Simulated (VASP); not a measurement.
A run of VASP 6.6.1 is set up as follows.

File INCAR:

```
ALGO = Normal ; EDIFF = 1E-7
ENCUT = 520 ; GGA = PE
ISIF = 2 ; ISMEAR = 0
ISPIN = 2 ; LASPH = T
LCHARG = F ; LMAXMIX = 4
LORBIT = 11 ; LREAL = F
LWAVE = F ; MAGMOM = 2.05 0.06 0.06 0.06
NBANDS = 30 ; NELM = 150
PREC = Accurate ; SIGMA = 0.1
```

The input KPOINTS:

```
k-points
0
Gamma
  4 4 4
```

The input POSCAR:

```
WF3
1.0
    3.4469670491      0.0000000000      0.0000000000
    0.0000000000      3.4469670491      0.0000000000
    0.0000000000      0.0000000000      3.4469670491
W F
1 3
Direct
    0.5000000000      0.5000000000      0.5000000000
    0.5000000000      0.0000000000      0.0000000000
    0.0000000000      0.5000000000      0.0000000000
    0.0000000000      0.0000000000      0.5000000000
```

Potentials or basis: VASP PAW PBE potentials, release 64 (W_sv, F).

Command:

```sh
$ cat potpaw_PBE.64/W_sv/POTCAR potpaw_PBE.64/F/POTCAR > POTCAR
$ mpirun -np 1 vasp_std > vasp.out
```

Question: What does it give for the site moments?

Answer: W +2.31; F +0.03 μB.

Question: Predict the pressure.

Answer: 0.1 GPa.

Caveat: the k points lie up to 0.46 Å⁻¹ apart.
